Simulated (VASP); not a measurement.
A run of VASP 6.6.1 is set up as follows.

INCAR

```
PREC     = Accurate       # precision mode
ENCUT    = 520            # plane-wave cutoff, eV
EDIFF    = 1E-7           # SCF threshold, eV
ISMEAR   = -1             # smearing method
SIGMA    = 0.05           # smearing width, eV
LREAL    = F              # projectors in reciprocal space
LASPH    = T              # aspherical terms in the spheres
NELM     = 60             # most SCF steps
ALGO     = Normal         # electronic algorithm
ISIF     = 2              # what is computed and relaxed
LWAVE    = F              # write WAVECAR
LCHARG   = F              # write CHGCAR
GGA      = CA             # functional
NBANDS   = 18             # bands
```

The input KPOINTS:

```
regular mesh
0
Gamma
  9 9 7
```

File POSCAR:

```
P
1.0
    1.6761948657     -5.0390752980      0.0000000000
    1.6761948657      5.0390752980      0.0000000000
    0.0000000000      0.0000000000      4.0387457901
P
4
Direct
    0.1075544155      0.8924455845      0.9323210340
    0.6075544155      0.3924455845      0.5676789660
    0.8924455845      0.1075544155      0.0676789660
    0.3924455845      0.6075544155      0.4323210340
```

Potentials or basis: VASP PAW LDA potentials, release 64 (P).

The run is started by

```sh
$ cat potpaw_LDA.64/P/POTCAR > POTCAR
$ mpirun -np 1 vasp_std > vasp.out
```

Task: Estimate the band gap on the k mesh.

Result: Zero (band 10 reaches 7.81 eV, above the bottom of band 11 at 7.66 eV).

Task: Predict the largest force.

Result: 0.065 eV/Å.

Task: What does it give for the pressure?

Result: -0.4 GPa.

Forces on the atoms (eV/Å):
```
P    0.000  0.025 -0.060
P    0.000  0.025  0.060
P    0.000 -0.025  0.060
P    0.000 -0.025 -0.060
```
